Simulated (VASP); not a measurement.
Input of a VASP 6.6.1 run:

Contents of POSCAR:

```
Ge
1.0
    1.4880529250     -2.5946896100      0.0000000000
    1.4880529250      2.5946896100      0.0000000000
    0.0000000000      0.0000000000      4.7275957900
Ge
2
Direct
    0.3334466300      0.6665533700      0.2500000000
    0.6665533700      0.3334466300      0.7500000000
```

INCAR.step1

```
PREC = Accurate ; ENCUT = 520
ISMEAR = 0 ; SIGMA = 0.025
LREAL = F ; LASPH = T
NELM = 100 ; NBANDS = 21
GGA = PE ; ALGO = Normal
EDIFF = 1E-4 ; LWAVE = T
LCHARG = F
```

INCAR.step2

```
PREC = Accurate ; ENCUT = 520
EDIFF = 1E-6 ; ISMEAR = 0
SIGMA = 0.025 ; LREAL = F
LASPH = T ; NELM = 100
ALGO = Normal ; ISIF = 2
LWAVE = F ; LCHARG = F
METAGGA = R2SCAN ; LMIXTAU = T
NBANDS = 21 ; ISTART = 1
```

The input KPOINTS:

```
regular mesh
0
Gamma
  9 9 5
```

Potentials or basis: VASP PAW PBE potentials, release 64 (Ge_d).

Launch:

```sh
$ cat potpaw_PBE.64/Ge_d/POTCAR > POTCAR
$ cp INCAR.step1 INCAR
$ mpirun -np 1 vasp_std > vasp.out
$ cp INCAR.step2 INCAR
$ mpirun -np 1 vasp_std > vasp.out
```

Problem. Estimate the largest force.

Solution. 0.009 eV/Å.

Problem. What does it give for the band gap on the k mesh?

Solution. Zero (band 14 reaches 14.13 eV, above the bottom of band 15 at 3.83 eV).

Problem. What does it give for the pressure?

Solution. 1.1 GPa.

Forces in eV/Å, atoms in the order of the input:
```
Ge   0.000  0.009  0.000
Ge   0.000 -0.009  0.000
```

Caveat: the PAW data sets were made with another functional, which shifts forces and pressure a little.
